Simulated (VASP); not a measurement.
CdH3:

```
CELL_PARAMETERS angstrom
3.45142 0.00000 0.00000
0.00000 3.45142 0.00000
0.00000 0.00000 3.45142
ATOMIC_POSITIONS crystal
Cd 0.00000 0.00000 0.00000
H 0.00000 0.50000 0.50000
H 0.50000 0.00000 0.50000
H 0.50000 0.50000 0.00000
```

- Program: VASP 6.6.1
- Task: relaxation of cell and atoms
- Functional: PBE
- Potentials or basis: VASP PAW PBE potentials, release 64 (Cd, H)
- Cutoff: 600 eV
- k mesh: 6 × 6 × 6
- Occupations: gaussian, width 0.1 eV
- Spin: no spin polarisation

At the start: pressure -9.1 GPa; volume 10.28 Å³/atom.

Problem. Where does the relaxation end?

Solution. Over 4 steps the energy falls by 59.0 meV/atom and the volume is 8.50 Å³/atom (-17.3 %); space group Pm-3m (No. 221, to 0.1 Å) before and after.

Step by step:
| step | energy change (eV) | largest force (eV/Å) | pressure (GPa) | volume (Å³) |
| --- | --- | --- | --- | --- |
| 1 | 0.0000 | 0.0000 | -9.06 | 41.11 |
| 2 | -0.1609 | 0.0000 | -5.95 | 37.75 |
| 3 | -0.2331 | 0.0000 | -1.30 | 34.73 |
| 4 | -0.2358 | 0.0000 | 0.13 | 33.99 |

Final structure:
```xyz
4
Lattice="3.2393 0.0000 0.0000 0.0000 3.2393 0.0000 0.0000 0.0000 3.2393" Properties=species:S:1:pos:R:3 pbc="T T T"
Cd    0.0000    0.0000    0.0000
H     0.0000    1.6197    1.6197
H     1.6197    0.0000    1.6197
H     1.6197    1.6197    0.0000
```

Caveat: the volume moved by over 15 % at a fixed basis, so the end points are rough.
